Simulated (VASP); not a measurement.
WS2: relaxation of cell and atoms with PBE+D3(BJ)

WS2:

```xyz
3
Lattice="3.0615 0.0000 0.0000 -1.5308 2.6514 0.0000 0.0000 0.0000 6.4192" Properties=species:S:1:pos:R:3 pbc="T T T"
W     0.0000    1.7676    0.0000
S     1.5308    0.8838    4.8834
S     1.5308    0.8838    1.5358
```

```
Program                : VASP 6.6.1
Task                   : relaxation of cell and atoms
Functional             : PBE
Dispersion             : D3(BJ)
Potentials or basis    : VASP PAW PBE potentials, release 64 (W_sv, S)
Cutoff                 : 600 eV
k mesh                 : 12 × 12 × 4
Occupations            : gaussian, width 0.02 eV
Spin                   : no spin polarisation
Target pressure        : 4 GPa
Dipole correction      : no
Further INCAR settings : ALGO = Normal; EDIFF = 1e-06; IBRION = 2; EDIFFG = -0.008; NSW = 70; ISIF = 3
```

| Property | Result |
| --- | --- |
| Relaxed volume | 17.91 Å³/atom |
| Relaxed cell | a = 3.119 Å, b = 3.119 Å, c = 6.376 Å, α = 90.00°, β = 90.00°, γ = 120.00° |
| Space group after relaxing (to 0.1 Å) | P-6m2 (No. 187) |
| Energy change on relaxing (the run minimises the enthalpy) | -59.7 meV/atom |
| Ionic steps | 21 |
| Pressure after relaxing | 4.0 GPa |
| Largest force after relaxing | 0.003 eV/Å |
| Band gap on the k mesh | 1.03 eV (least direct gap 2.01 eV) |
| Dispersion energy per atom | -0.422 eV |

Forces on the atoms (eV/Å):
```
W    0.000  0.000  0.000
S    0.000  0.000 -0.003
S    0.000  0.000  0.003
```

Step by step:
| step | energy change (eV) | largest force (eV/Å) | pressure (GPa) | volume (Å³) |
| --- | --- | --- | --- | --- |
| 1 | 0.0000 | 1.5891 | 16.09 | 52.11 |
| 2 | 0.3940 | 2.7602 | -17.35 | 62.63 |
| 3 | -0.1955 | 0.0290 | 3.08 | 54.85 |
| 4 | -0.1916 | 0.0589 | 3.81 | 54.67 |
| 5 | -0.1903 | 0.0848 | 4.00 | 54.62 |
| 6 | -0.1951 | 0.1579 | 3.84 | 54.61 |
| 7 | -0.1955 | 0.1925 | 3.76 | 54.60 |
| 8 | -0.1934 | 0.0716 | 3.37 | 54.40 |
| 9 | -0.1879 | 0.0882 | 2.88 | 54.13 |
| 10 | -0.1800 | 0.0459 | 3.65 | 53.77 |
| 11 | -0.1781 | 0.0377 | 3.78 | 53.69 |
| 12 | -0.1771 | 0.0326 | 3.88 | 53.66 |
| 13 | -0.1775 | 0.0338 | 3.88 | 53.67 |
| 14 | -0.1778 | 0.0352 | 3.86 | 53.68 |
| 15 | -0.1781 | 0.0212 | 3.90 | 53.69 |
| 16 | -0.1786 | 0.0028 | 4.01 | 53.71 |
| 17 | -0.1787 | 0.0075 | 4.05 | 53.72 |
| 18 | -0.1789 | 0.0160 | 4.07 | 53.72 |
| 19 | -0.1788 | 0.0095 | 4.04 | 53.72 |
| 20 | -0.1788 | 0.0081 | 4.03 | 53.72 |
| 21 | -0.1792 | 0.0035 | 4.00 | 53.73 |

Final structure:
```
W S
1.0
     3.11946    0.00000    0.00000
    -1.55973    2.70153    0.00000
     0.00000    0.00000    6.37600
W S
1 2
Direct
  0.33333 0.66667 0.00000
  0.66667 0.33333 0.75237
  0.66667 0.33333 0.24763
```

Levels at points of the mesh, in eV from the valence-band top:
```tsv
k point	band 11	band 12	band 13	band 14	band 15	band 16
(0.00, 0.00, 0.00)	-2.02	-1.70	-1.36	2.52	2.52	2.57
(0.50, 0.00, 0.00)	-2.18	-1.86	-1.76	2.60	2.63	4.05
(0.00, 0.00, 0.50)	-2.06	-2.06	0.00	2.44	2.44	2.71
(0.50, 0.00, 0.50)	-3.56	-1.61	-1.18	2.63	3.10	3.14
```

Run time: 9.9 min on 1 thread of Intel Xeon 8259CL, on a shared host, peak memory 0.24 GiB.

Caveat: the cell is relaxed towards a set pressure, so the run minimises the enthalpy, not the energy; spin-orbit coupling is left out, which moves the levels of the heavy elements. A k mesh can miss the band edges.
